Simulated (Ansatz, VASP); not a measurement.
TiB2: VASP beside Ansatz

```
CELL_PARAMETERS angstrom
3.06471 0.00000 0.00000
-1.53235 2.65411 0.00000
0.00000 0.00000 3.26677
ATOMIC_POSITIONS crystal
Ti 0.00000 0.00000 0.00000
B 0.33333 0.66667 0.50000
B 0.66667 0.33333 0.50000
```

Alike in both runs: functional r2SCAN; k mesh 13 × 13 × 10; occupations fermi-dirac, width 0.1 eV; no spin polarisation.

Ansatz relaxed the structure, and its values are those at the end. VASP's run is a single point on that final structure, the one shown.

|  | VASP | Ansatz |
| --- | --- | --- |
| version | VASP 6.6.1 | Ansatz 0.2.0 |
| potentials or method | VASP PAW PBE potentials, release 64 (Ti_sv, B), cutoff 550 eV | PAW plane waves |
| valence electrons in the cell | 18 | 18 |

Ansatz gave:

| Quantity | Value |
| --- | --- |
| pressure (GPa) | -9.6 |

**Question.** Which values does VASP return?

**Answer.** Pressure (GPa): -8.9.

VASP's potentials were made for PBE, not for r2SCAN. The functional is the same, so the differences come from potentials, cutoffs and numerics. Ansatz's warnings: stress scf threshold loose.
